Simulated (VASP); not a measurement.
Set up this calculation in VASP 6.6.1, as the native input.

| Item | Value |
| --- | --- |
| Task | relaxation of cell and atoms |
| Functional | PBE |
| Potentials or basis | VASP PAW PBE potentials, release 64 (Sn_d, Ge_d) |
| Cutoff | 600 eV |
| k mesh | 12 × 12 × 6 |
| Occupations | gaussian, width 0.1 eV |
| Spin | no spin polarisation |
| Dipole correction | no |
| Further INCAR settings | ALGO = Fast; EDIFF = 1e-06; IBRION = 2; EDIFFG = -0.01; NSW = 100; ISIF = 3 |

The structure of Sn2Ge3 lies in POSCAR:

```
Sn2Ge3
1.0
    4.8248496196      0.0000000000      0.0000000000
   -2.4124248098      4.1784423401      0.0000000000
    0.0000000000      0.0000000000      8.6469243604
Sn Ge
2 3
Direct
    0.0000000000      0.0000000000      0.6923369739
    0.0000000000      0.0000000000      0.3076630261
    0.3333333333      0.6666666667      0.0000000000
    0.6666666667      0.3333333333      0.0000000000
    0.0000000000      0.0000000000      0.0000000000
```

The cell was generated, and may not be a known phase.

One way to write it, as run:

INCAR

```
SYSTEM = Sn2Ge3
PREC = Accurate
ENCUT = 600
EDIFF = 1E-6
ISMEAR = 0
SIGMA = 0.1
LREAL = .False.
LASPH = .True.
NELM = 80
ALGO = Fast
ISIF = 3
LWAVE = .False.
LCHARG = .False.
GGA = PE
IBRION = 2
NSW = 100
EDIFFG = -0.01
```

KPOINTS

```
Automatic mesh
0
Gamma
  12 12 6
  0 0 0
```

Potentials or basis: VASP PAW PBE potentials, release 64 (Sn_d, Ge_d).

Run with:

```sh
$ cat potpaw_PBE.64/Sn_d/POTCAR potpaw_PBE.64/Ge_d/POTCAR > POTCAR
$ mpirun -np 1 vasp_std > vasp.out
```

Results of the run:

```yaml
Relaxed_volume: 34.62 Å³/atom
Relaxed_cell: a = 4.829 Å, b = 4.829 Å, c = 8.571 Å, α = 90.00°, β = 90.00°, γ = 120.00°
Space_group_after_relaxing_to_0.1_Å: P6/mmm (No. 191)
Energy_gained_by_relaxing: 0.6 meV/atom
Ionic_steps: 8
Pressure_after_relaxing: 0.0 GPa
Largest_force_after_relaxing: 0.005 eV/Å
Band_gap_on_the_k_mesh: zero (bands 35 and 36 overlap by 1.07 eV)
```

Caveat: spin-orbit coupling is left out, which moves the levels of the heavy elements.

Wall time 76 min on 1 thread of Oxide Virtual Turin-like Processor, with other jobs on the host, peak memory 0.7 GiB.
